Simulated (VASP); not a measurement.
A run of VASP 6.6.1 is set up as follows.

Contents of POSCAR:

```
KSnCl3
1.0
    5.5399858721      0.0000000000      0.0000000000
    0.0000000000      5.5399858721      0.0000000000
    0.0000000000      0.0000000000      5.5399858721
K Sn Cl
1 1 3
Direct
    0.0000000000      0.0000000000      0.0000000000
    0.5000000000      0.5000000000      0.5000000000
    0.5000000000      0.5000000000      0.0000000000
    0.5000000000      0.0000000000      0.5000000000
    0.0000000000      0.5000000000      0.5000000000
```

Contents of INCAR.step1:

```
  PREC = Accurate
  ENCUT = 520
  ISMEAR = 0
  SIGMA = 0.01
  LREAL = False
  LASPH = True
  NELM = 60
  NBANDS = 30
  GGA = PE
  ALGO = Normal
  EDIFF = 1E-4
  LWAVE = True
  LCHARG = False
```

INCAR.step2

```
  PREC = Accurate
  ENCUT = 520
  EDIFF = 1E-6
  ISMEAR = 0
  SIGMA = 0.01
  LREAL = False
  LASPH = True
  NELM = 60
  ALGO = Normal
  ISIF = 2
  LWAVE = False
  LCHARG = False
  METAGGA = R2SCAN
  LMIXTAU = True
  NBANDS = 30
  ISTART = 1
```

The input KPOINTS:

```
Automatic mesh
0
Gamma
  6 6 6
```

Potentials or basis: VASP PAW PBE potentials, release 64 (K_sv, Sn_d, Cl).

Launch:

```console
$ cat potpaw_PBE.64/K_sv/POTCAR potpaw_PBE.64/Sn_d/POTCAR potpaw_PBE.64/Cl/POTCAR > POTCAR
$ cp INCAR.step1 INCAR
$ mpirun -np 1 vasp_std > vasp.out
$ cp INCAR.step2 INCAR
$ mpirun -np 1 vasp_std > vasp.out
```

Problem. What does it give for the band gap on the k mesh?

Solution. 0.97 eV.

Problem. Estimate the pressure.

Solution. -0.2 GPa.

Caveat: the PAW data sets were made with another functional, which shifts forces and pressure a little; spin-orbit coupling is left out, which moves the levels of the heavy elements. A k mesh can miss the band edges.
